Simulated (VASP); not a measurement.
Here is a VASP 6.6.1 calculation.

File INCAR:

```
SYSTEM = SiO2
PREC = Accurate
ENCUT = 520
EDIFF = 1E-6
ISMEAR = 0
SIGMA = 0.01
LREAL = .False.
LASPH = .True.
NELM = 100
ALGO = Normal
ISIF = 2
LWAVE = .False.
LCHARG = .True.
GGA = PS
LELF = .True.
LVHAR = .True.
NBANDS = 25
```

KPOINTS

```
Automatic mesh
0
Gamma
  6 6 6
  0 0 0
```

The input POSCAR:

```
SiO2
1.0
   -2.2921200735      2.2921200735      3.6147922560
    2.2921200735     -2.2921200735      3.6147922560
    2.2921200735      2.2921200735     -3.6147922560
Si O
2 4
Direct
    0.0000000000      0.0000000000      0.0000000000
    0.7500000000      0.2500000000      0.5000000000
    0.9983800000      0.6250000000      0.8733800000
    0.3750000000      0.2483800000      0.3733800000
    0.7516200000      0.1250000000      0.1266200000
    0.8750000000      0.0016200000      0.6266200000
```

Potentials or basis: VASP PAW PBE potentials, release 64 (Si, O).

The run is started by

```console
$ cat potpaw_PBE.64/Si/POTCAR potpaw_PBE.64/O/POTCAR > POTCAR
$ mpirun -np 1 vasp_std > vasp.out
```

Problem. What does it give for the pressure?

Solution. 24.2 GPa.

Problem. Estimate the band gap on the k mesh.

Solution. 6.61 eV, direct.

Problem. What does it give for the largest force?

Solution. 1.625 eV/Å.

Forces in eV/Å, atoms in the order of the input:
```
Si   0.000  0.000  0.000
Si   0.000  0.000  0.000
O    0.000  1.625  0.000
O    1.625  0.000  0.000
O    0.000 -1.625  0.000
O   -1.625  0.000  0.000
```

Caveat: the PAW data sets were made with another functional, which shifts forces and pressure a little. A k mesh can miss the band edges.
